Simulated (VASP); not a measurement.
Set up this calculation in VASP 6.6.1, as the native input.

```
Task                   : single point
Functional             : PBE
Potentials or basis    : VASP PAW PBE potentials, release 64 (Cu)
Cutoff                 : 520 eV
k mesh                 : 13 × 13 × 13
Occupations            : gaussian, width 0.018 eV
Spin                   : no spin polarisation
Dipole correction      : no
Further INCAR settings : ALGO = Normal; EDIFF = 1e-06; NBANDS = 12
```

The structure of Cu lies in POSCAR:

```
Cu
1.0
   -1.4427933200      1.4427933200      1.3760814500
    1.4427933200     -1.4427933200      1.3760814500
    1.4427933200      1.4427933200     -1.3760814500
Cu
1
Direct
    0.0000000000      0.0000000000      0.0000000000
```

The input as run:

INCAR

```
SYSTEM = Cu
ALGO = Normal
EDIFF = 1E-6
ENCUT = 520
GGA = PE
ISIF = 2
ISMEAR = 0
LASPH = .True.
LCHARG = .False.
LREAL = .False.
LWAVE = .False.
NBANDS = 12
NELM = 60
PREC = Accurate
SIGMA = 0.018000000000000002
```

KPOINTS

```
k-points
0
Gamma
  13 13 13
  0 0 0
```

Potentials or basis: VASP PAW PBE potentials, release 64 (Cu).

The run is started by

```sh
$ cat potpaw_PBE.64/Cu/POTCAR > POTCAR
$ mpirun -np 1 vasp_std > vasp.out
```

It gave:

```
Pressure               : 7.8 GPa
Band gap on the k mesh : zero (an odd number of electrons rules out a gap without spin polarisation)
```

Caveat: the cell stands under pressure.

Run time: 12 s on 1 thread of AMD EPYC 9R45 96-Core Processor (Zen 5), with other jobs on the host, peak memory 0.11 GiB.
